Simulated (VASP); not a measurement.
Runs of VASP 6.6.1 on HoNb3I. The structure is that of space group Pm-3m (No. 221), or close to it. The cells are those of the table. The cell was generated, and may not be a known phase.

```csv
task,spin,cell,k mesh,gap on the mesh (eV),pressure (GPa),relaxed volume (Å³/atom)
single point,collinear,"a = 5.052 Å, 5 atoms",4 × 4 × 4,none,-0.1,-
relaxation of cell and atoms,off,"relaxed from a = 4.876 Å, 5 atoms",4 × 4 × 4,none,-0.1,25.76
single point,off,"a = 4.876 Å, 5 atoms",4 × 4 × 4,none,(a),-
single point,off,"a = 5.052 Å, 5 atoms",4 × 4 × 4,none,-0.1,-
relaxation of cell and atoms,off,"relaxed from a = 5.052 Å, 5 atoms",8 × 8 × 8,none,0.0,25.77
```

Alike in all rows: level PBE; potentials or basis VASP PAW PBE potentials, release 64 (Ho_3, Nb_sv, I), 4f in core; cutoff (eV) 500; smearing gaussian 0.1 eV.

Task: Estimate the missing entries.

Result: (a) 13.3.

Caveats: spin-orbit coupling is left out, which moves the levels of the heavy elements; the 4f electrons are frozen in the core, so they carry no moment and show no levels; an odd number of electrons without spin polarisation forces a metal (at least some runs); a magnetic or distorted state may lie lower (at least some runs); the magnetic or orbital state may not be the lowest (at least some runs); the moments typed at the start vanished in this run (at least some runs); the cell stands under pressure (at least some runs).

A k mesh can miss the band edges, and the runs leave out spin-orbit coupling on Ho, I, Nb.

A gap of «none» marks levels without a gap at the run's occupations.
